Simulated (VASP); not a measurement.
# C (C2/m) in VASP: a series of runs, part 2 of 2

VASP 6.6.1. The steps go on from the part before.

## Step 3: Single point, LDA

This run uses another cell than the first one, of 8.62 Å³/atom, 1.208 times its volume.

INCAR reads:

```
PREC = Accurate
ENCUT = 520
EDIFF = 1E-7
ISMEAR = 0
SIGMA = 0.05
LREAL = F
LASPH = T
NELM = 80
ALGO = Normal
ISIF = 2
LWAVE = F
LCHARG = T
LELF = T
LVHAR = T
NBANDS = 11
```

KPOINTS reads:

```
Automatic mesh
0
Gamma
  14 14 8
```

POSCAR reads:

```
C
1.0
    2.1172982844     -1.2224340469     -0.0115975247
    2.1172982844      1.2224340469     -0.0115975247
   -1.3916690928      0.0000000000      3.3373019203
C
2
Direct
    0.8333830096      0.8333830096      0.0001497828
    0.1666169904      0.1666169904      0.9998502172
```

Potentials or basis: VASP PAW LDA potentials, release 64 (C).

Started as:

```
> cat potpaw_LDA.64/C/POTCAR > POTCAR
> mpirun -np 1 vasp_std > vasp.out
```

OUTCAR:

```text
PREC = Accurate
   ENCUT = 520
   EDIFF = 1E-7
   ISMEAR = 0
   LREAL = F
   LASPH = T
   NELM = 80
   ISIF = 2

 ion  position               nearest neighbor table
   1  0.833  0.833  0.000-   2 1.41   2 1.41   2 1.41
   2  0.167  0.167  1.000-   1 1.41   1 1.41   1 1.41

  LATTYP: Found a base centered monoclinic cell.
 ALAT       =     4.2346600939
 B/A-ratio  =     0.5773469510
 C/A-ratio  =     0.8538687405
 COS(beta)  =    -0.3899305657

  Lattice vectors:

 A1 = (   2.1172982844,  -1.2224340469,  -0.0115975247)
 A2 = (   2.1172982844,   1.2224340469,  -0.0115975247)
 A3 = (  -1.3916690928,   0.0000000000,   3.3373019203)

Analysis of symmetry for initial positions (statically):
=====================================================================
 Subroutine PRICEL returns:
 Original cell was already a primitive cell.

 Routine SETGRP: Setting up the symmetry group for a
 base centered monoclinic supercell.

 Subroutine GETGRP returns: Found  4 space group operations
 (whereof  4 operations were pure point group operations)
 out of a pool of  4 trial point group operations.

The static configuration has the point symmetry C_2h.

Analysis of symmetry for dynamics (positions and initial velocities):
=====================================================================
 Subroutine PRICEL returns:
 Original cell was already a primitive cell.

 Routine SETGRP: Setting up the symmetry group for a
 base centered monoclinic supercell.

 Subroutine GETGRP returns: Found  4 space group operations
 (whereof  4 operations were pure point group operations)
 out of a pool of  4 trial point group operations.

The dynamic configuration has the point symmetry C_2h.

 Subroutine INISYM returns: Found  4 space group operations
 (whereof  4 operations are pure point group operations),
 and found     1 'primitive' translations
[... 112 lines left out ...]
   IALGO  =     38    algorithm
   IMIX   =      4    mixing-type and parameters
     AMIX     =   0.40;   BMIX     =  1.00
     AMIX_MAG =   1.60;   BMIX_MAG =  1.00
  volume/ion in A,a.u.               =       8.62        58.16
  Fermi-wavevector in a.u.,A,eV,Ry     =   1.267530  2.395284 21.859556  1.606632
  Thomas-Fermi vector in A             =   2.400673
   LORBIT       =      0    0 simple, 1 ext, 2 COOP (PROOUT), +10 PAW based schemes
   GGA     = CA    functional components
   LHFCALC =     F    Hartree Fock is set to
   AEXX    =    0.0000 exact exchange contribution
   IVDW    =     0    specifies the selected vdW correction
   LEPSILON=     F    determine dielectric tensor
   LRPA    =     F    only Hartree local field effects (RPA)
 non-spin polarized calculation
 Gauss-broadening in eV      SIGMA  =   0.05
  energy-cutoff  :      520.00
  volume of cell :       17.24
 maximum number of plane-waves:       477
   NGX =  9   NGY =  9   NGZ = 13

 number of electron       8.0000000 magnetization

 Free energy of the ion-electron system (eV)
  ---------------------------------------------------
  ext. energy  EPLUGINS =         0.00000000
  ---------------------------------------------------
  free energy    TOTEN  =       -20.22424653 eV

  energy without entropy =      -20.22424653  energy(sigma->0) =      -20.22424653

 E-fermi :   4.7726     XC(G=0): -10.8530

 val. band max:        4.5151785584   @ k =  -0.3571   0.3571   0.5000
 cond. band min:       5.1651893739   @ k =  -0.3571   0.3571   0.5000
 fundamental gap:      0.6500108154
 Fermi energy:         4.7726044976

 k-point     1 :       0.0000    0.0000    0.0000
  band No.  band energies     occupation
      1     -14.8655      2.00000
      2      -1.8899      2.00000
      3       1.7944      2.00000
      4       1.7945      2.00000
      5       8.6274      0.00000
      6      13.2664      0.00000
      7      13.2664      0.00000
      8      16.3281      0.00000
      9      18.2962      0.00000
     10      27.5124      0.00000
     11      30.3598      0.00000
[... 309 lines left out ...]
 k-point    24 :       0.2857    0.1429   -0.0000
  band No.  band energies     occupation
      1     -13.3471      2.00000
      2      -1.9967      2.00000
      3      -0.9022      2.00000
      4      -0.6762      2.00000
      5      11.3387      0.00000
      6      12.1996      0.00000
      7      14.5430      0.00000
      8      16.4228      0.00000
      9      21.3296      0.00000
     10      22.9568      0.00000
     11      28.7703      0.00000

 [... further k-points ...]
[... 5 lines left out ...]
  --------------------------------------------------------------------------------------
  -------------------------------------------------------------------------------------
  Total        0.1383874      0.1382206     -0.0137361      0.0000000      0.0000000     -0.0011777
  in kB       12.8637441     12.8482398     -1.2768329      0.0000000      0.0000000     -0.1094705
  external PRESSURE =       8.1450503 kB  Pullay stress =       0.0000000 kB

 VOLUME and BASIS-vectors are now :
 -----------------------------------------------------------------------------
  energy-cutoff  :      520.00
  volume of cell :       17.24
      direct lattice vectors                 reciprocal lattice vectors
     2.117298284 -1.222434047 -0.011597525     0.236690641 -0.409020021  0.098701004
     2.117298284  1.222434047 -0.011597525     0.236690641  0.409020021  0.098701004
    -1.391669093  0.000000000  3.337301920     0.001645057  0.000000000  0.300329248

 POSITION                                       TOTAL-FORCE (eV/Angst)
 -----------------------------------------------------------------------------------
      3.52883      0.00000     -0.01883        -0.000112      0.000000      0.000209
     -0.68590      0.00000      3.33294         0.000112      0.000000     -0.000209
 -----------------------------------------------------------------------------------
    total drift:                                0.000000      0.000000     -0.000000

  FREE ENERGIE OF THE ION-ELECTRON SYSTEM (eV)
  ---------------------------------------------------
  free  energy   TOTEN  =       -20.2242465331 eV

  energy  without entropy=      -20.2242465331  energy(sigma->0) =      -20.22424653
```

OSZICAR:

```text
N       E                     dE             d eps       ncg     rms          rms(c)
DAV:   1    -0.163988113859E+01   -0.16399E+01   -0.41688E+03  9585   0.649E+02
DAV:   2    -0.212283778029E+02   -0.19588E+02   -0.18783E+02 12327   0.119E+02
DAV:   3    -0.216706319195E+02   -0.44225E+00   -0.44146E+00 11869   0.145E+01
DAV:   4    -0.216723612772E+02   -0.17294E-02   -0.17292E-02 11006   0.112E+00
DAV:   5    -0.216723679734E+02   -0.66962E-05   -0.66962E-05 12028   0.641E-02    0.668E+00
DAV:   6    -0.205648906316E+02    0.11075E+01   -0.99433E-01 11109   0.570E+00    0.378E+00
DAV:   7    -0.202246841545E+02    0.34021E+00   -0.10450E+00 11406   0.588E+00    0.105E+00
DAV:   8    -0.202249135492E+02   -0.22939E-03   -0.25653E-02 10547   0.105E+00    0.179E-01
DAV:   9    -0.202242572798E+02    0.65627E-03   -0.13835E-03 11381   0.218E-01    0.701E-02
DAV:  10    -0.202242473125E+02    0.99673E-05   -0.11930E-04 11506   0.745E-02    0.284E-02
DAV:  11    -0.202242465308E+02    0.78178E-06   -0.27807E-06 11214   0.120E-02    0.497E-03
DAV:  12    -0.202242465331E+02   -0.23106E-08   -0.25235E-08  8260   0.132E-03
   1 F= -.20224247E+02 E0= -.20224247E+02  d E =-.219800E-15
```

Wall time 52 s (1 thread of Intel Xeon Platinum 8259CL at 2.50GHz (Skylake/Cascade Lake), shared host); peak memory 0.16 GiB.

Results:

- Free energy: -20.2242 eV
- Pressure: 0.8 GPa
- Band gap on the k mesh: 0.65 eV, direct
